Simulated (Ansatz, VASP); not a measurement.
# Al3Si2F: VASP beside Ansatz

```
Al Si F
1.0
     5.00622    0.00000    0.00000
     0.00000    5.00622    0.00000
     0.00000    0.00000    4.85014
Al Si F
3 2 1
Direct
  0.00000 0.50000 0.50000
  0.50000 0.00000 0.50000
  0.50000 0.50000 0.50000
  0.00000 0.50000 0.00000
  0.50000 0.00000 0.00000
  0.50000 0.50000 0.00000
```

Alike in both runs: functional PBE; k mesh 3 × 3 × 3; occupations gaussian, width 0.15 eV; no spin polarisation.

Ansatz relaxed the structure, and its values are those at the end. VASP's run is a single point on that final structure, the one shown.

|  | VASP | Ansatz |
| --- | --- | --- |
| version | VASP 6.6.1 | Ansatz 0.2.0 |
| potentials or method | VASP PAW PBE potentials, release 64 (Al, Si, F), cutoff 600 eV | scalar-relativistic, plane waves, PAW |
| valence electrons in the cell | 24 | 24 |

```tsv
	VASP	Ansatz	Ansatz less VASP
gap on the k mesh at the Fermi level (eV)	none	none	-
pressure (GPa)	0.6	0.7	+0.07
```

A gap of «none» marks a metal or a gap that the smearing closes.

The k mesh is coarse, so the values compare programs but aren't converged.
